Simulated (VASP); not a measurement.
Wanted: the native input for a VASP 6.6.1 run.

| Item | Value |
| --- | --- |
| Task | electric field gradients |
| Functional | PBE |
| Potentials or basis | VASP PAW PBE potentials, release 64 (Au) |
| Cutoff | 520 eV |
| k mesh | 14 × 14 × 8 |
| Occupations | fermi-dirac, width 0.03 eV |
| Spin | no spin polarisation |
| Dipole correction | no |
| Further INCAR settings | ALGO = Normal; EDIFF = 1e-08; NBANDS = 18 |

The structure of Au lies in POSCAR:

```
Au
1.0
    2.8714263008      0.0000000000      0.0000000000
   -1.4357131504      2.4867281216      0.0000000000
    0.0000000000      0.0000000000      4.9776000000
Au
2
Direct
    0.3333333333      0.6666666667      0.7500000000
    0.6666666667      0.3333333333      0.2500000000
```

This cell differs from its parent crystal: z stretched by +2 % at fixed volume.

One way to write it, as run:

INCAR

```
ALGO     = Normal         # electronic algorithm
EDIFF    = 1E-8           # SCF threshold, eV
ENCUT    = 520            # plane-wave cutoff, eV
GGA      = PE             # functional
ISIF     = 2              # what is computed and relaxed
ISMEAR   = -1             # smearing method
LASPH    = T              # aspherical terms in the spheres
LCHARG   = F              # write CHGCAR
LEFG     = T            
LREAL    = F              # projectors in reciprocal space
LWAVE    = F              # write WAVECAR
NBANDS   = 18             # bands
NELM     = 80             # most SCF steps
PREC     = Accurate       # precision mode
SIGMA    = 0.03           # smearing width, eV
```

KPOINTS

```
k-points
0
Gamma
  14 14 8
```

Potentials or basis: VASP PAW PBE potentials, release 64 (Au).

Launch:

```console
$ cat potpaw_PBE.64/Au/POTCAR > POTCAR
$ mpirun -np 1 vasp_std > vasp.out
```

It gave:

The pressure is 2.1 GPa and the band gap on the k mesh is zero (band 11 reaches 12.67 eV, above the bottom of band 12 at 6.22 eV).

Caveat: without QUAD_EFG the Cq values of the log hold for a quadrupole moment of 1 mb, not for the nuclei; spin-orbit coupling is left out, which moves the levels of the heavy elements.

Run time: 56 s on 1 thread of Intel Xeon 6975P-C, on a shared host, peak memory 0.2 GiB.
